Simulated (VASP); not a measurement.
# Bi2B3Br (R3m) in VASP: notebook

Bi2B3Br is run at these levels: PBE; tasks: single point, relaxation of cell and atoms.

All numbers are computed with VASP 6.6.1; they aren't measurements. Logs are shortened: lines on timing, memory, paths and dates and some standing lists are left out, and cuts for length are marked.

## 1. The cell of the first run

The structure is trigonal, space group R3m (No. 160). The conventional cell has a = 4.918 Å, b = 4.918 Å, c = 21.299 Å, α = 90.00°, β = 90.00°, γ = 120.00°. B (site symmetry m) has 2 B at 1.62 Å within 2.2 Å. Bi (site symmetry 3m) has 3 B at 2.32 Å within 3.1 Å. Within 3.7 Å of Bi (site symmetry 3m) lie 6 B at 2.80 Å and 3 Br at 3.29 Å. Br (site symmetry 3m) has 7 Bi at 3.29 to 4.25 Å and 6 B at 3.49 to 4.28 Å within 4.3 Å.

## 2. Single point, PBE

INCAR

```
SYSTEM = Bi2B3Br
  PREC = Accurate
  ENCUT = 520
  EDIFF = 1E-7
  ISMEAR = 0
  SIGMA = 0.1
  LREAL = .FALSE.
  LASPH = .TRUE.
  NELM = 60
  ALGO = Normal
  ISIF = 2
  LWAVE = .FALSE.
  LCHARG = .TRUE.
  GGA = PE
  LELF = .TRUE.
  LVHAR = .TRUE.
  NBANDS = 32
```

KPOINTS

```
Automatic mesh
0
G
  6 6 6
  0 0 0
```

POSCAR

```
Bi2B3Br
1.0
    2.4592234961      1.4198333475      7.0996627314
   -2.4592234961      1.4198333475      7.0996627314
    0.0000000000     -2.8396666949      7.0996627314
B Bi Br
3 2 1
Direct
    0.8753137712      0.2046348232      0.8753137712
    0.2046348232      0.8753137712      0.8753137712
    0.8753137712      0.8753137712      0.2046348232
    0.5892488751      0.5892488751      0.5892488751
    0.3770958943      0.3770958943      0.3770958943
    0.7888619949      0.7888619949      0.7888619949
```

Potentials or basis: VASP PAW PBE potentials, release 64 (B, Bi_d, Br).

Command:

```sh
cat potpaw_PBE.64/B/POTCAR potpaw_PBE.64/Bi_d/POTCAR potpaw_PBE.64/Br/POTCAR > POTCAR
mpirun -np 1 vasp_std > vasp.out
```

OUTCAR:

```text
SYSTEM = Bi2B3Br
   PREC = Accurate
   ENCUT = 520
   EDIFF = 1E-7
   ISMEAR = 0
   LREAL = .FALSE.
   LASPH = .TRUE.
   NELM = 60
   ISIF = 2
   GGA = PE

 ion  position               nearest neighbor table
   1  0.875  0.205  0.875-   3 1.62   2 1.62   4 2.32   5 2.80   5 2.80
   2  0.205  0.875  0.875-   3 1.62   1 1.62   4 2.32   5 2.80   5 2.80
   3  0.875  0.875  0.205-   1 1.62   2 1.62   4 2.32   5 2.80   5 2.80
   4  0.589  0.589  0.589-   1 2.32   2 2.32   3 2.32   5 3.84   5 3.84   5 3.84
   5  0.377  0.377  0.377-   1 2.80   2 2.80   3 2.80   3 2.80   1 2.80   2 2.80   6 3.29   6 3.29
                             6 3.29   4 3.84   4 3.84   4 3.84
   6  0.789  0.789  0.789-   5 3.29   5 3.29   5 3.29

  LATTYP: Found a trigonal (rhomboedric) cell.
 ALAT       =     7.6464970959
 COS(alpha) =     0.7931283688

  Lattice vectors:

 A1 = (   2.4592234961,   1.4198333475,   7.0996627314)
 A2 = (  -2.4592234961,   1.4198333475,   7.0996627314)
 A3 = (   0.0000000000,  -2.8396666949,   7.0996627314)

Analysis of symmetry for initial positions (statically):
=====================================================================
 Subroutine PRICEL returns:
 Original cell was already a primitive cell.

 Routine SETGRP: Setting up the symmetry group for a
 trigonal (rhombohedral) supercell.

 Subroutine GETGRP returns: Found  6 space group operations
 (whereof  6 operations were pure point group operations)
 out of a pool of 12 trial point group operations.

The static configuration has the point symmetry C_3v.

Analysis of symmetry for dynamics (positions and initial velocities):
=====================================================================
 Subroutine PRICEL returns:
 Original cell was already a primitive cell.

 Routine SETGRP: Setting up the symmetry group for a
 trigonal (rhombohedral) supercell.

 Subroutine GETGRP returns: Found  6 space group operations
 (whereof  6 operations were pure point group operations)
 out of a pool of 12 trial point group operations.

The dynamic configuration has the point symmetry C_3v.

 Subroutine INISYM returns: Found  6 space group operations
 (whereof  6 operations are pure point group operations),
 and found     1 'primitive' translations

----------------------------------------------------------------------------------------

                                     Primitive cell

  volume of cell :     148.7388

  direct lattice vectors                    reciprocal lattice vectors
     2.459223496  1.419833348  7.099662731     0.203316210  0.117384668  0.046950587
    -2.459223496  1.419833348  7.099662731    -0.203316210  0.117384668  0.046950587
     0.000000000 -2.839666695  7.099662731     0.000000000 -0.234769337  0.046950587

  length of vectors
     7.646497096  7.646497096  7.646497096     0.239418043  0.239418043  0.239418043

  position of ions in fractional coordinates (direct lattice)
     0.875313771  0.204634823  0.875313771
     0.204634823  0.875313771  0.875313771
     0.875313771  0.875313771  0.204634823
     0.589248875  0.589248875  0.589248875
     0.377095894  0.377095894  0.377095894
     0.788861995  0.788861995  0.788861995

  ion indices of the primitive-cell ions
   primitive index   ion index
                 1           1
                 2           2
                 3           3
                 4           4
                 5           5
                 6           6

----------------------------------------------------------------------------------------

 KPOINTS: Automatic mesh

Automatic generation of k-mesh.
 Grid dimensions read from file:
 generate k-points for:    6    6    6

 Generating k-lattice:

  Cartesian coordinates                     Fractional coordinates (reciprocal lattice)
     0.033886035  0.019564111  0.007825098     0.166666667 -0.000000000  0.000000000
    -0.033886035  0.019564111  0.007825098    -0.000000000  0.166666667  0.000000000
     0.000000000 -0.039128223  0.007825098     0.000000000  0.000000000  0.166666667

  Length of vectors
     0.039903007  0.039903007  0.039903007

  Shift w.r.t. Gamma in fractional coordinates (k-lattice)
     0.000000000  0.000000000  0.000000000

 Subroutine IBZKPT returns following result:
 ===========================================

 Found     32 irreducible k-points:

 Following reciprocal coordinates:
            Coordinates               Weight
  0.000000  0.000000  0.000000      1.000000
  0.166667 -0.000000 -0.000000      6.000000
  0.333333  0.000000  0.000000      6.000000
  0.500000  0.000000  0.000000      3.000000
  0.166667  0.166667 -0.000000      6.000000
  0.333333  0.166667  0.000000     12.000000
[... 16 lines left out ...]
  0.500000  0.500000  0.166667      6.000000
 -0.333333  0.500000  0.166667     12.000000
 [... further k-points ...]
   k-points           NKPTS =     32   k-points in BZ     NKDIM =     32   number of bands    NBANDS=     32
   number of dos      NEDOS =    301   number of ions     NIONS =      6
   total plane-waves  NPLWV = 216000
   dimension x,y,z NGX =    60 NGY =   60 NGZ =   60
   dimension x,y,z NGXF=   120 NGYF=  120 NGZF=  120
   ions per type =               3   2   1
   NGX,Y,Z   is equivalent  to a cutoff of  13.04, 13.04, 13.04 a.u.
   NGXF,Y,Z  is equivalent  to a cutoff of  26.09, 26.09, 26.09 a.u.
 SYSTEM =  Bi2B3Br
   PREC   = accura    normal or accurate (medium, high low for compatibility)
   ISTART =      0    job   : 0-new  1-cont  2-samecut
   ICHARG =      2    charge: 1-file 2-atom 10-const
   ISPIN  =      1    spin polarized calculation?
   LNONCOLLINEAR =      F non collinear calculations
   LSORBIT =      F    spin-orbit coupling
   LASPH  =      T    aspherical Exc in radial PAW
   ENCUT  =  520.0 eV  38.22 Ry    6.18 a.u.  14.22 14.22 14.22*2*pi/ulx,y,z
   NELM   =     60;   NELMIN=  2; NELMDL= -5     # of ELM steps
   EDIFF  = 0.1E-06   stopping-criterion for ELM
   LREAL  =      F    real-space projection
   EDIFFG = 0.1E-05   stopping-criterion for IOM
   NSW    =      0    number of steps for IOM
   IBRION =     -1    ionic relax: 0-MD 1-quasi-New 2-CG
   NFREE  =      0    steps in history (QN), initial steepest desc. (CG)
   ISIF   =      2    stress and relaxation
   ISYM   =      2    0-nonsym 1-usesym 2-fastsym
   POTIM  = 0.5000    time-step for ionic-motion
   TEBEG  =    0.0;   TEEND  =   0.0 temperature during run
   PSTRESS=    0.0 pullay stress
   NELECT =      46.0000    total number of electrons
   NUPDOWN=      -1.0000    fix difference up-down
   EMIN   =  10.00;   EMAX   =-10.00  energy-range for DOS
   EFERMI =   0.00;   METHOD = LEGACY
   ISMEAR =     0;   SIGMA  =   0.10  broadening in eV -4-tet -1-fermi 0-gaus
   EFERMI_NEDOS =   21; number of points for ismear=-14 and -15
   IALGO  =     38    algorithm
   IMIX   =      4    mixing-type and parameters
     AMIX     =   0.40;   BMIX     =  1.00
     AMIX_MAG =   1.60;   BMIX_MAG =  1.00
  volume/ion in A,a.u.               =      24.79       167.29
  Fermi-wavevector in a.u.,A,eV,Ry     =   1.107098  2.092112 16.676193  1.225666
  Thomas-Fermi vector in A             =   2.243608
   LORBIT       =      0    0 simple, 1 ext, 2 COOP (PROOUT), +10 PAW based schemes
   GGA     = PE    functional components
   LHFCALC =     F    Hartree Fock is set to
   AEXX    =    0.0000 exact exchange contribution
   IVDW    =     0    specifies the selected vdW correction
   LEPSILON=     F    determine dielectric tensor
   LRPA    =     F    only Hartree local field effects (RPA)
 non-spin polarized calculation
 Gauss-broadening in eV      SIGMA  =   0.10
  energy-cutoff  :      520.00
  volume of cell :      148.74
 maximum number of plane-waves:      4024
 NGX is ok and might be reduce to    60
   NGX = 29   NGY = 29   NGZ = 29

 number of electron      46.0000001 magnetization

 Free energy of the ion-electron system (eV)
  ---------------------------------------------------
  ext. energy  EPLUGINS =         0.00000000
  ---------------------------------------------------
  free energy    TOTEN  =       -26.37061608 eV

  energy without entropy =      -26.36888839  energy(sigma->0) =      -26.36975224

 E-fermi :   3.3893     XC(G=0):  -8.5799

 val. band max:        3.3011535232   @ k =  -0.1667   0.5000   0.1667
 cond. band min:       3.4668007350   @ k =   0.3333   0.3333   0.3333
 fundamental gap:      0.1656472119
 Fermi energy:         3.3892842324

 k-point     1 :       0.0000    0.0000    0.0000
  band No.  band energies     occupation
      1     -20.0355      2.00000
      2     -20.0191      2.00000
      3     -20.0191      2.00000
      4     -19.9993      2.00000
      5     -19.9993      2.00000
      6     -18.8205      2.00000
[... 24 lines left out ...]
     31       9.9527      0.00000
     32       9.9527      0.00000

 k-point     2 :       0.1667   -0.0000   -0.0000
  band No.  band energies     occupation
      1     -20.0349      2.00000
      2     -20.0195      2.00000
      3     -20.0191      2.00000
      4     -19.9996      2.00000
      5     -19.9983      2.00000
      6     -18.8208      2.00000
[... 24 lines left out ...]
     31       9.5654      0.00000
     32      10.2170      0.00000

 k-point     3 :       0.3333    0.0000    0.0000
  band No.  band energies     occupation
      1     -20.0338      2.00000
      2     -20.0203      2.00000
      3     -20.0192      2.00000
      4     -20.0001      2.00000
      5     -19.9961      2.00000
      6     -18.8216      2.00000
[... 24 lines left out ...]
     31       9.5454      0.00000
     32      10.4548      0.00000

 k-point     4 :       0.5000    0.0000    0.0000
  band No.  band energies     occupation
      1     -20.0333      2.00000
      2     -20.0207      2.00000
      3     -20.0193      2.00000
      4     -20.0002      2.00000
      5     -19.9951      2.00000
      6     -18.8220      2.00000
[... 654 lines left out ...]
     31       9.6726      0.00000
     32       9.8942      0.00000

 k-point    23 :       0.5000    0.5000    0.1667
  band No.  band energies     occupation
      1     -20.0339      2.00000
      2     -20.0203      2.00000
      3     -20.0193      2.00000
      4     -20.0000      2.00000
      5     -19.9961      2.00000
      6     -18.8216      2.00000
[... 24 lines left out ...]
     31       9.7227      0.00000
     32      10.3188      0.00000

 k-point    24 :      -0.3333    0.5000    0.1667
  band No.  band energies     occupation
      1     -20.0332      2.00000
      2     -20.0205      2.00000
      3     -20.0196      2.00000
      4     -19.9994      2.00000
      5     -19.9959      2.00000
      6     -18.8215      2.00000
[... 24 lines left out ...]
     31       9.5625      0.00000
     32       9.9749      0.00000

 [... further k-points ...]

------------------------ aborting loop because EDIFF is reached ----------------------------------------

  FORCE on cell =-STRESS in cart. coord.  units (eV):
  Direction    XX          YY          ZZ          XY          YZ          ZX
  --------------------------------------------------------------------------------------
  -------------------------------------------------------------------------------------
  Total       -0.0285729     -0.0285729      0.1485063      0.0000000      0.0000000      0.0000000
  in kB       -0.3077801     -0.3077801      1.5996729      0.0000000      0.0000000      0.0000000
  external PRESSURE =       0.3280375 kB  Pullay stress =       0.0000000 kB

 VOLUME and BASIS-vectors are now :
 -----------------------------------------------------------------------------
  energy-cutoff  :      520.00
  volume of cell :      148.74
      direct lattice vectors                 reciprocal lattice vectors
     2.459223496  1.419833348  7.099662731     0.203316210  0.117384668  0.046950587
    -2.459223496  1.419833348  7.099662731    -0.203316210  0.117384668  0.046950587
     0.000000000 -2.839666695  7.099662731     0.000000000 -0.234769337  0.046950587

 POSITION                                       TOTAL-FORCE (eV/Angst)
 -----------------------------------------------------------------------------------
      1.64935     -0.95225     13.88170        -0.030688      0.017718      0.001101
     -1.64935     -0.95225     13.88170         0.030688      0.017718      0.001101
      0.00000      1.90450     13.88170        -0.000000     -0.035436      0.001101
      0.00000      0.00000     12.55040        -0.000000      0.000000      0.027905
      0.00000      0.00000      8.03176        -0.000000     -0.000000     -0.014025
      0.00000      0.00000     16.80196        -0.000000     -0.000000     -0.017183
 -----------------------------------------------------------------------------------
    total drift:                               -0.000000      0.000000      0.000008

  FREE ENERGIE OF THE ION-ELECTRON SYSTEM (eV)
  ---------------------------------------------------
  free  energy   TOTEN  =       -26.3706160827 eV

  energy  without entropy=      -26.3688883889  energy(sigma->0) =      -26.36975224
```

It took 4.3 min on 1 thread of Intel Xeon 6975P-C (Granite Rapids), shared host; peak memory 0.56 GiB.

Results:

| Quantity | Value |
| --- | --- |
| Free energy | -26.3706 eV |
| Pressure | 0.0 GPa |
| Largest force | 0.035 eV/Å |
| Band gap on the k mesh | zero (band 23 reaches 3.30 eV, above the bottom of band 24 at 3.18 eV) |

Forces in eV/Å, atoms in the order of the input:
```
B   -0.031  0.018  0.001
B    0.031  0.018  0.001
B    0.000 -0.035  0.001
Bi   0.000  0.000  0.028
Bi   0.000  0.000 -0.014
Br   0.000  0.000 -0.017
```

Caveat: spin-orbit coupling is left out, which moves the levels of the heavy elements.

## 3. Relaxation of cell and atoms, PBE

INCAR

```
PREC = Accurate ; ENCUT = 600
EDIFF = 1E-6 ; ISMEAR = 0
SIGMA = 0.1 ; LREAL = False
LASPH = True ; NELM = 80
ALGO = Normal ; ISIF = 3
LWAVE = False ; LCHARG = False
GGA = PE ; IBRION = 2
NSW = 90 ; EDIFFG = -0.04
```

KPOINTS

```
Automatic mesh
0
Gamma
  6 6 6
```

POSCAR

```
Bi2B3Br
1.0
    2.4765025600      1.4298094197      7.0030307838
   -2.4765025600      1.4298094197      7.0030307838
    0.0000000000     -2.8596188394      7.0030307838
B Bi Br
3 2 1
Direct
    0.8761928080      0.2031109020      0.8761928080
    0.2031109020      0.8761928080      0.8761928080
    0.8761928080      0.8761928080      0.2031109020
    0.5899010668      0.5899010668      0.5899010668
    0.3758495933      0.3758495933      0.3758495933
    0.7892219518      0.7892219518      0.7892219518
```

Potentials or basis: VASP PAW PBE potentials, release 64 (B, Bi_d, Br).

Command:

```sh
cat potpaw_PBE.64/B/POTCAR potpaw_PBE.64/Bi_d/POTCAR potpaw_PBE.64/Br/POTCAR > POTCAR
mpirun -np 1 vasp_std > vasp.out
```

OUTCAR:

```text
PREC = Accurate
   ENCUT = 600
   EDIFF = 1E-6
   ISMEAR = 0
   LREAL = False
   LASPH = True
   NELM = 80
   ISIF = 3
   GGA = PE
   IBRION = 2
   NSW = 90
   EDIFFG = -0.04

 ion  position               nearest neighbor table
   1  0.876  0.203  0.876-   2 1.62   3 1.62   4 2.32   5 2.80   5 2.80
   2  0.203  0.876  0.876-   1 1.62   3 1.62   4 2.32   5 2.80   5 2.80
   3  0.876  0.876  0.203-   1 1.62   2 1.62   4 2.32   5 2.80   5 2.80
   4  0.590  0.590  0.590-   1 2.32   2 2.32   3 2.32   5 3.80   5 3.80   5 3.80
   5  0.376  0.376  0.376-   3 2.80   3 2.80   2 2.80   1 2.80   1 2.80   2 2.80   6 3.32   6 3.32
                             6 3.32   4 3.80   4 3.80   4 3.80
   6  0.789  0.789  0.789-   5 3.32   5 3.32   5 3.32

  LATTYP: Found a trigonal (rhomboedric) cell.
 ALAT       =     7.5643810100
 COS(alpha) =     0.7856315998

  Lattice vectors:

[... 393 lines left out ...]
  free energy    TOTEN  =       -26.37368596 eV

  energy without entropy =      -26.37202803  energy(sigma->0) =      -26.37285700

 E-fermi :   3.3842     XC(G=0):  -8.5763

 val. band max:        3.2946233441   @ k =  -0.1667   0.5000   0.1667
 cond. band min:       3.4695068176   @ k =   0.3333   0.3333   0.3333
 fundamental gap:      0.1748834735
 Fermi energy:         3.3842477862

 k-point     1 :       0.0000    0.0000    0.0000
  band No.  band energies     occupation
      1     -20.0331      2.00000
      2     -20.0171      2.00000
      3     -20.0171      2.00000
      4     -19.9983      2.00000
      5     -19.9983      2.00000
      6     -18.8251      2.00000
[... 709 lines left out ...]
     26       5.5179      0.00000
     27       6.4193      0.00000

 [... further k-points ...]

------------------------ aborting loop because EDIFF is reached ----------------------------------------

  FORCE on cell =-STRESS in cart. coord.  units (eV):
  Direction    XX          YY          ZZ          XY          YZ          ZX
  --------------------------------------------------------------------------------------
  -------------------------------------------------------------------------------------
  Total        0.0210339      0.0210339      0.1114464      0.0000000      0.0000000      0.0000000
  in kB        0.2264254      0.2264254      1.1996963      0.0000000      0.0000000      0.0000000
  external PRESSURE =       0.5508491 kB  Pullay stress =       0.0000000 kB
[... 21 lines left out ...]
  FREE ENERGIE OF THE ION-ELECTRON SYSTEM (eV)
  ---------------------------------------------------
  free  energy   TOTEN  =       -26.3736859624 eV

  energy  without entropy=      -26.3720280308  energy(sigma->0) =      -26.37285700

 reached required accuracy - stopping structural energy minimisation
```

OSZICAR:

```text
N       E                     dE             d eps       ncg     rms          rms(c)
DAV:   1     0.459409543481E+03    0.45941E+03   -0.23945E+04  1728   0.191E+03
DAV:   2     0.234832150035E+02   -0.43593E+03   -0.42754E+03  1842   0.459E+02
DAV:   3    -0.293718327719E+02   -0.52855E+02   -0.50424E+02  2273   0.169E+02
[... 52 lines left out ...]
DAV:   3    -0.263736555352E+02    0.15670E-02   -0.75295E-03  2106   0.950E-01    0.506E-02
DAV:   4    -0.263736729333E+02   -0.17398E-04   -0.32696E-04  2172   0.126E-01    0.305E-02
DAV:   5    -0.263736812889E+02   -0.83556E-05   -0.36403E-05  2434   0.505E-02    0.966E-03
DAV:   6    -0.263736856733E+02   -0.43844E-05   -0.81289E-06  1973   0.210E-02    0.281E-03
DAV:   7    -0.263736859624E+02   -0.28905E-06   -0.94839E-07  1025   0.846E-03
   6 F= -.26373686E+02 E0= -.26372857E+02  d E =-.275223E-03
```

Wall time 12 min (1 thread of Intel Xeon 6975P-C (Granite Rapids), shared host); peak memory 0.62 GiB.

Results:

```yaml
Free_energy: -26.3737 eV
Relaxed_volume: 24.81 Å³/atom
Relaxed_cell: a = 7.672 Å, b = 7.672 Å, c = 7.672 Å, α = 37.33°, β = 37.33°, γ = 37.33°
Space_group_after_relaxing_to_0.05_Å: R3m (No. 160)
Energy_gained_by_relaxing: 1.6 meV/atom
Ionic_steps: 6
Pressure_after_relaxing: 0.1 GPa
Largest_force_after_relaxing: 0.031 eV/Å
Band_gap_on_the_k_mesh: zero (band 23 reaches 3.29 eV, above the bottom of band 24 at 3.19 eV)
```

Forces on the atoms (eV/Å):
```
B    0.027 -0.015  0.005
B   -0.027 -0.015  0.005
B    0.000  0.031  0.005
Bi   0.000  0.000  0.026
Bi   0.000  0.000 -0.020
Br   0.000  0.000 -0.023
```

Stress tensor (GPa, compression positive):
```
0.02 0.00 0.00
0.00 0.02 0.00
0.00 0.00 0.12
```

The path:
```csv
step,energy change (eV),largest force (eV/Å),pressure (GPa),volume (Å³)
1,0.0000,0.1339,-0.01,148.78
2,-0.0040,0.0989,0.03,148.74
3,-0.0095,0.0572,0.17,148.59
4,-0.0095,0.0592,0.18,148.58
5,-0.0078,0.2662,-0.26,149.53
6,-0.0098,0.0311,0.06,148.84
```

Final structure:
```
CELL_PARAMETERS angstrom
2.45497 1.41738 7.12888
-2.45497 1.41738 7.12888
0.00000 -2.83476 7.12888
ATOMIC_POSITIONS crystal
B 0.87499 0.20522 0.87499
B 0.20522 0.87499 0.87499
B 0.87499 0.87499 0.20522
Bi 0.58921 0.58921 0.58921
Bi 0.37716 0.37716 0.37716
Br 0.78890 0.78890 0.78890
```

Levels at points of the mesh, in eV from the Fermi level:
| k point | band 20 | band 21 | band 22 | band 23 | band 24 | band 25 | band 26 | band 27 |
| --- | --- | --- | --- | --- | --- | --- | --- | --- |
| (0.00, 0.00, 0.00) | -2.35 | -2.35 | -2.23 | -1.26 | 0.90 | 2.01 | 2.01 | 2.58 |
| (0.50, 0.00, 0.00) | -2.37 | -1.73 | -0.72 | -0.72 | 1.53 | 1.59 | 2.18 | 3.05 |
| (0.50, 0.50, 0.00) | -2.58 | -2.05 | -0.96 | -0.55 | 1.39 | 1.84 | 2.11 | 3.12 |
| (0.50, 0.50, 0.50) | -2.49 | -2.16 | -2.16 | -1.21 | -0.20 | 1.92 | 1.92 | 2.56 |

Caveat: spin-orbit coupling is left out, which moves the levels of the heavy elements.
